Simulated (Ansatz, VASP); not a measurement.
## C: VASP beside Ansatz

```
C
1.0
     0.00000    1.78337    1.78337
     1.78337    0.00000    1.78337
     1.78337    1.78337    0.00000
C
2
Direct
  0.00000 0.00000 0.00000
  0.25000 0.25000 0.25000
```

Alike in both runs: task single point; functional PBEsol; k mesh 8 × 8 × 8; no spin polarisation.

|  | VASP | Ansatz |
| --- | --- | --- |
| version | VASP 6.6.1 | Ansatz 0.2.0 |
| potentials or method | VASP PAW PBE potentials, release 64 (C) | plane waves, PAW |
| plane-wave cutoff (eV) | 520 | 420 |
| occupations | gaussian, width 0.01 eV | fixed |
| valence electrons in the cell | 8 | 8 |

Ansatz gave:

- gap on the k mesh at the Fermi level (eV): 4.01
- pressure (GPa): -4.8

What did VASP give for the same quantities?

gap on the k mesh at the Fermi level (eV): 4.00; pressure (GPa): -3.8.

VASP's potentials were made for PBE, not for PBEsol.
